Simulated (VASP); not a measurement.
# ZrInF3 (P4mm) in VASP: further runs

Runs on ZrInF3. Level: PBE. Tasks: single point.

Program: VASP 6.6.1. These are calculated values, not measurements. Logs are shortened: lines on timing, memory, paths and dates and some standing lists are left out, and cuts for length are marked.

**1. The cell of the first run**

It takes space group P4mm (No. 99, tetragonal). The conventional cell has a = 4.112 Å, b = 4.112 Å, c = 6.691 Å, α = 90.00°, β = 90.00°, γ = 90.00°. Within 2.6 Å of Zr (site symmetry 4mm) lie 5 F at 1.94 to 2.09 Å. In (site symmetry 4mm) has 8 F at 3.27 to 3.89 Å and 4 Zr at 3.63 Å and 4 In at 4.11 Å within 4.3 Å. Within 3.0 Å of F (site symmetry 2mm) lie 2 Zr at 2.09 Å and 6 F at 2.59 to 2.91 Å. Within 2.6 Å of F (site symmetry 4mm) lie 1 Zr at 1.94 Å and 4 F at 2.59 Å.

**2. Single point, PBE**

The input, INCAR:

```
SYSTEM = ZrInF3
PREC = Accurate
ENCUT = 520
EDIFF = 1E-6
ISMEAR = 0
SIGMA = 0.1
LREAL = .False.
LASPH = .True.
NELM = 100
ALGO = Normal
ISIF = 2
LWAVE = .False.
LCHARG = .True.
GGA = PE
LELF = .True.
LVHAR = .True.
NBANDS = 31
```

The input, KPOINTS:

```
Automatic mesh
0
Gamma
  10 10 6
  0 0 0
```

The input, POSCAR:

```
ZrInF3
1.0
    4.1117356385      0.0000000000      0.0000000000
    0.0000000000      4.1117356385      0.0000000000
    0.0000000000      0.0000000000      6.6912601033
Zr In F
1 1 3
Direct
    0.0000000000      0.0000000000      0.0021469083
    0.5000000000      0.5000000000      0.3260722210
    0.0000000000      0.5000000000      0.9469123216
    0.5000000000      0.0000000000      0.9469123216
    0.0000000000      0.0000000000      0.7116841276
```

Potentials or basis: VASP PAW PBE potentials, release 64 (Zr_sv, In_d, F).

On the command line:

```
$ cat potpaw_PBE.64/Zr_sv/POTCAR potpaw_PBE.64/In_d/POTCAR potpaw_PBE.64/F/POTCAR > POTCAR
$ mpirun -np 1 vasp_std > vasp.out
```

OUTCAR:

```text
SYSTEM = ZrInF3
   PREC = Accurate
   ENCUT = 520
   EDIFF = 1E-6
   ISMEAR = 0
   LREAL = .False.
   LASPH = .True.
   NELM = 100
   ISIF = 2
   GGA = PE

 ion  position               nearest neighbor table
   1  0.000  0.000  0.002-   5 1.94   4 2.09   3 2.09   3 2.09   4 2.09   2 3.63   2 3.63   2 3.63
                             2 3.63
   2  0.500  0.500  0.326-   1 3.63   1 3.63   1 3.63   1 3.63
   3  0.000  0.500  0.947-   1 2.09   1 2.09
   4  0.500  0.000  0.947-   1 2.09   1 2.09
   5  0.000  0.000  0.712-   1 1.94

  LATTYP: Found a simple tetragonal cell.
 ALAT       =     4.1117356385
 C/A-ratio  =     1.6273565938

  Lattice vectors:

 A1 = (   4.1117356385,   0.0000000000,   0.0000000000)
 A2 = (   0.0000000000,   4.1117356385,   0.0000000000)
 A3 = (   0.0000000000,   0.0000000000,   6.6912601033)

Analysis of symmetry for initial positions (statically):
=====================================================================
 Subroutine PRICEL returns:
 Original cell was already a primitive cell.

 Routine SETGRP: Setting up the symmetry group for a
 simple tetragonal supercell.

 Subroutine GETGRP returns: Found  8 space group operations
 (whereof  8 operations were pure point group operations)
 out of a pool of 16 trial point group operations.

The static configuration has the point symmetry C_4v.

Analysis of symmetry for dynamics (positions and initial velocities):
=====================================================================
 Subroutine PRICEL returns:
 Original cell was already a primitive cell.

 Routine SETGRP: Setting up the symmetry group for a
 simple tetragonal supercell.

 Subroutine GETGRP returns: Found  8 space group operations
 (whereof  8 operations were pure point group operations)
 out of a pool of 16 trial point group operations.

The dynamic configuration has the point symmetry C_4v.

 Subroutine INISYM returns: Found  8 space group operations
 (whereof  8 operations are pure point group operations),
 and found     1 'primitive' translations

----------------------------------------------------------------------------------------

                                     Primitive cell

  volume of cell :     113.1249

  direct lattice vectors                    reciprocal lattice vectors
     4.111735638  0.000000000  0.000000000     0.243206297  0.000000000  0.000000000
     0.000000000  4.111735638  0.000000000     0.000000000  0.243206297  0.000000000
[... 89 lines left out ...]
   ENCUT  =  520.0 eV  38.22 Ry    6.18 a.u.   7.65  7.65 12.44*2*pi/ulx,y,z
   NELM   =    100;   NELMIN=  2; NELMDL= -5     # of ELM steps
   EDIFF  = 0.1E-05   stopping-criterion for ELM
   LREAL  =      F    real-space projection
   EDIFFG = 0.1E-04   stopping-criterion for IOM
   NSW    =      0    number of steps for IOM
   IBRION =     -1    ionic relax: 0-MD 1-quasi-New 2-CG
   NFREE  =      0    steps in history (QN), initial steepest desc. (CG)
   ISIF   =      2    stress and relaxation
   ISYM   =      2    0-nonsym 1-usesym 2-fastsym
   POTIM  = 0.5000    time-step for ionic-motion
   TEBEG  =    0.0;   TEEND  =   0.0 temperature during run
   PSTRESS=    0.0 pullay stress
   NELECT =      46.0000    total number of electrons
   NUPDOWN=      -1.0000    fix difference up-down
   EMIN   =  10.00;   EMAX   =-10.00  energy-range for DOS
   EFERMI =   0.00;   METHOD = LEGACY
   ISMEAR =     0;   SIGMA  =   0.10  broadening in eV -4-tet -1-fermi 0-gaus
   EFERMI_NEDOS =   21; number of points for ismear=-14 and -15
   IALGO  =     38    algorithm
   IMIX   =      4    mixing-type and parameters
     AMIX     =   0.40;   BMIX     =  1.00
     AMIX_MAG =   1.60;   BMIX_MAG =  1.00
  volume/ion in A,a.u.               =      22.62       152.68
  Fermi-wavevector in a.u.,A,eV,Ry     =   1.212853  2.291959 20.014325  1.471011
  Thomas-Fermi vector in A             =   2.348323
   LORBIT       =      0    0 simple, 1 ext, 2 COOP (PROOUT), +10 PAW based schemes
   GGA     = PE    functional components
   LHFCALC =     F    Hartree Fock is set to
   AEXX    =    0.0000 exact exchange contribution
   IVDW    =     0    specifies the selected vdW correction
   LEPSILON=     F    determine dielectric tensor
   LRPA    =     F    only Hartree local field effects (RPA)
 non-spin polarized calculation
 Gauss-broadening in eV      SIGMA  =   0.10
  energy-cutoff  :      520.00
  volume of cell :      113.12
 maximum number of plane-waves:      3068
 NGX is ok and might be reduce to    32
   NGX = 15   NGY = 15   NGZ = 25

 number of electron      46.0000013 magnetization

 Free energy of the ion-electron system (eV)
  ---------------------------------------------------
  ext. energy  EPLUGINS =         0.00000000
  ---------------------------------------------------
  free energy    TOTEN  =       -28.16635542 eV

  energy without entropy =      -28.14870850  energy(sigma->0) =      -28.15753196

 E-fermi :   3.5581     XC(G=0):  -8.2482

 val. band max:        3.5537018335   @ k =   0.1000   0.1000   0.5000
 cond. band min:       3.5583292345   @ k =   0.1000   0.1000   0.0000
 fundamental gap:      0.0046274010
 Fermi energy:         3.5581361884

 k-point     1 :       0.0000    0.0000    0.0000
  band No.  band energies     occupation
      1     -47.9359      2.00000
      2     -26.2858      2.00000
      3     -26.0688      2.00000
      4     -26.0688      2.00000
      5     -22.7265      2.00000
      6     -22.7230      2.00000
[... 805 lines left out ...]
     30       7.8021      0.00000
     31       8.6917      0.00000

 [... further k-points ...]
[... 5 lines left out ...]
  --------------------------------------------------------------------------------------
  -------------------------------------------------------------------------------------
  Total        0.0216313      0.0216313      0.1276518      0.0000000     -0.0000000      0.0000000
  in kB        0.3063627      0.3063627      1.8079208      0.0000000     -0.0000000      0.0000000
  external PRESSURE =       0.8068821 kB  Pullay stress =       0.0000000 kB

 VOLUME and BASIS-vectors are now :
 -----------------------------------------------------------------------------
  energy-cutoff  :      520.00
  volume of cell :      113.12
      direct lattice vectors                 reciprocal lattice vectors
     4.111735638  0.000000000  0.000000000     0.243206297  0.000000000  0.000000000
     0.000000000  4.111735638  0.000000000     0.000000000  0.243206297  0.000000000
     0.000000000  0.000000000  6.691260103     0.000000000  0.000000000  0.149448681

 POSITION                                       TOTAL-FORCE (eV/Angst)
 -----------------------------------------------------------------------------------
      0.00000      0.00000      0.01437         0.000000      0.000000      0.137189
      2.05587      2.05587      2.18183         0.000000      0.000000      0.000929
      0.00000      2.05587      6.33604         0.000000     -0.000000     -0.003300
      2.05587      0.00000      6.33604         0.000000      0.000000     -0.003300
      0.00000      0.00000      4.76206         0.000000      0.000000     -0.131517
 -----------------------------------------------------------------------------------
    total drift:                                0.000000     -0.000000      0.000163

  FREE ENERGIE OF THE ION-ELECTRON SYSTEM (eV)
  ---------------------------------------------------
  free  energy   TOTEN  =       -28.1663554219 eV

  energy  without entropy=      -28.1487084992  energy(sigma->0) =      -28.15753196
```

OSZICAR:

```text
N       E                     dE             d eps       ncg     rms          rms(c)
DAV:   1     0.566580832705E+03    0.56658E+03   -0.22843E+04  5237   0.161E+03
DAV:   2     0.339634050973E+02   -0.53262E+03   -0.49742E+03  5954   0.462E+02
DAV:   3    -0.289915190069E+02   -0.62955E+02   -0.61767E+02  6379   0.170E+02
DAV:   4    -0.325197418635E+02   -0.35282E+01   -0.35139E+01  8569   0.375E+01
DAV:   5    -0.326333227532E+02   -0.11358E+00   -0.11352E+00  6971   0.513E+00    0.219E+01
DAV:   6    -0.281375551273E+02    0.44958E+01   -0.14516E+01  6984   0.289E+01    0.835E+00
DAV:   7    -0.281909848413E+02   -0.53430E-01   -0.18395E+00  6762   0.770E+00    0.604E+00
DAV:   8    -0.281873285823E+02    0.36563E-02   -0.37323E-01  6429   0.417E+00    0.234E+00
DAV:   9    -0.281647479863E+02    0.22581E-01   -0.87056E-02  6116   0.187E+00    0.274E-01
DAV:  10    -0.281658344536E+02   -0.10865E-02   -0.65769E-03  7942   0.489E-01    0.214E-01
DAV:  11    -0.281662582681E+02   -0.42381E-03   -0.62146E-04  6435   0.227E-01    0.108E-01
DAV:  12    -0.281663499172E+02   -0.91649E-04   -0.20277E-04  6013   0.109E-01    0.503E-02
DAV:  13    -0.281663582594E+02   -0.83422E-05   -0.48937E-05  6163   0.591E-02    0.246E-02
DAV:  14    -0.281663545375E+02    0.37220E-05   -0.11158E-05  6387   0.267E-02    0.713E-03
DAV:  15    -0.281663555824E+02   -0.10449E-05   -0.26874E-06  4791   0.117E-02    0.318E-03
DAV:  16    -0.281663554219E+02    0.16050E-06   -0.64060E-07  4041   0.621E-03
   1 F= -.28166355E+02 E0= -.28157532E+02  d E =-.176469E-01
```

stdout:

```text
POSCAR found type information on POSCAR ZrInF
 POSCAR found :  3 types and       5 ions
 scaLAPACK will be used
 LDA part: xc-table for (Slater+PW92), standard interpolation
 POSCAR, INCAR and KPOINTS ok, starting setup
 FFT: planning ... GRIDC
 FFT: planning ... GRID_SOFT
 FFT: planning ... GRID
 WAVECAR not read
 entering main loop
```

It took 4.1 min on 1 thread of Intel Xeon Platinum 8488C (Sapphire Rapids), shared host; peak memory 0.41 GiB.

Results:

| Item | Value |
| --- | --- |
| Free energy | -28.1664 eV |
| Pressure | 0.1 GPa |
| Largest force | 0.137 eV/Å |
| Band gap on the k mesh | zero (bands 23 and 24 overlap by 0.85 eV) |

Forces in eV/Å, atoms in the order of the input:
```
Zr   0.000  0.000  0.137
In   0.000  0.000  0.001
F    0.000  0.000 -0.003
F    0.000  0.000 -0.003
F    0.000  0.000 -0.132
```

Caveat: spin-orbit coupling is left out, which moves the levels of the heavy elements.

**3. Single point, PBE, collinear spin**

This run uses another cell than the first one, of 21.87 Å³/atom.

The input, INCAR:

```
PREC     = Accurate       # precision mode
ENCUT    = 520            # plane-wave cutoff, eV
EDIFF    = 1E-6           # SCF threshold, eV
ISMEAR   = 0              # smearing method
SIGMA    = 0.1            # smearing width, eV
LREAL    = F              # projectors in reciprocal space
LASPH    = T              # aspherical terms in the spheres
NELM     = 150            # most SCF steps
ALGO     = Normal         # electronic algorithm
ISIF     = 2              # what is computed and relaxed
LWAVE    = F              # write WAVECAR
LCHARG   = F              # write CHGCAR
ISPIN    = 2              # spin polarisation
MAGMOM   = 1 0 0 0 0      # initial moments
LORBIT   = 11             # projections on sites
LMAXMIX  = 4              # l up to which the mixer works
GGA      = PE             # functional
NBANDS   = 35             # bands
```

The input, KPOINTS:

```
regular mesh
0
Gamma
  4 4 4
```

The input, POSCAR:

```
ZrInF3
1.0
    4.1148995003      0.0000000000      0.0000000000
    0.0000000000      4.1148995003      0.0000000000
    0.0000000000      0.0000000000      6.4594872580
Zr In F
1 1 3
Direct
    0.0000000000      0.0000000000      0.0035631735
    0.5000000000      0.5000000000      0.3353728713
    0.0000000000      0.5000000000      0.9467460343
    0.5000000000      0.0000000000      0.9467460343
    0.0000000000      0.0000000000      0.7012997867
```

Potentials or basis: VASP PAW PBE potentials, release 64 (Zr_sv, In_d, F).

On the command line:

```
$ cat potpaw_PBE.64/Zr_sv/POTCAR potpaw_PBE.64/In_d/POTCAR potpaw_PBE.64/F/POTCAR > POTCAR
$ mpirun -np 1 vasp_std > vasp.out
```

It took 2.2 min on 1 thread of Intel Xeon Platinum 8488C (Sapphire Rapids), shared host; peak memory 0.31 GiB.

Results (log left out):

```yaml
Free_energy: -28.1156 eV
Pressure: 0.1 GPa
Largest_force: 0.112 eV/Å
Band_gap_on_the_k_mesh: zero (filled and empty bands overlap)
Net_moment: 0.00 μB per cell
Valence_electrons_inside_the_program's_atomic_spheres: Zr 9.59; In 11.23; F 6.13, 6.08 (each value once)
```

Forces on the atoms (eV/Å):
```
Zr   0.000  0.000  0.112
In   0.000  0.000  0.001
F    0.000  0.000  0.000
F    0.000  0.000  0.000
F    0.000  0.000 -0.112
```

Stress tensor (GPa, compression positive):
```
-0.02  0.00  0.00
 0.00 -0.02  0.00
 0.00  0.00  0.32
```

Levels at points of the mesh, in eV from the Fermi level:
Spin up:
```tsv
k point	band 21	band 22	band 23	band 24	band 25	band 26
(0.00, 0.00, 0.00)	-5.31	-5.31	-0.05	0.41	0.41	0.80
(0.50, 0.00, 0.00)	-5.30	-4.37	-1.51	0.79	0.86	0.86
(0.50, 0.50, 0.00)	-5.19	-3.62	-0.73	-0.73	1.24	1.33
(0.00, 0.00, 0.50)	-5.32	-4.86	-0.05	-0.03	0.51	0.51
(0.50, 0.00, 0.50)	-5.19	-4.43	-1.10	0.47	0.79	0.90
(0.50, 0.50, 0.50)	-5.16	-3.68	-0.52	-0.52	1.29	1.83
```
Spin down:
```
           k point  band 19  band 20  band 21  band 22  band 23  band 24  band 25  band 26  band 27  band 28
(0.00, 0.00, 0.00)    -6.20    -5.53    -5.31    -5.31    -0.05     0.41     0.41     0.80     2.20     2.54
(0.50, 0.00, 0.00)    -6.18    -5.36    -5.30    -4.37    -1.51     0.79     0.86     0.86     2.51     2.86
(0.50, 0.50, 0.00)    -6.24    -5.19    -5.19    -3.62    -0.72    -0.72     1.25     1.34     2.50     2.50
(0.00, 0.00, 0.50)    -6.66    -5.32    -5.32    -4.86    -0.05    -0.03     0.51     0.51     2.49     2.55
(0.50, 0.00, 0.50)    -6.31    -5.31    -5.19    -4.43    -1.10     0.47     0.79     0.90     2.55     2.92
(0.50, 0.50, 0.50)    -6.30    -5.16    -5.16    -3.68    -0.52    -0.52     1.29     1.83     2.16     2.16
```

Caveat: the k points lie up to 0.38 Å⁻¹ apart, too coarse for converged energies and pressures of a metal; spin-orbit coupling is left out, which moves the levels of the heavy elements.

The gap in the log of VASP goes by the Fermi energy; the results here count the filled bands.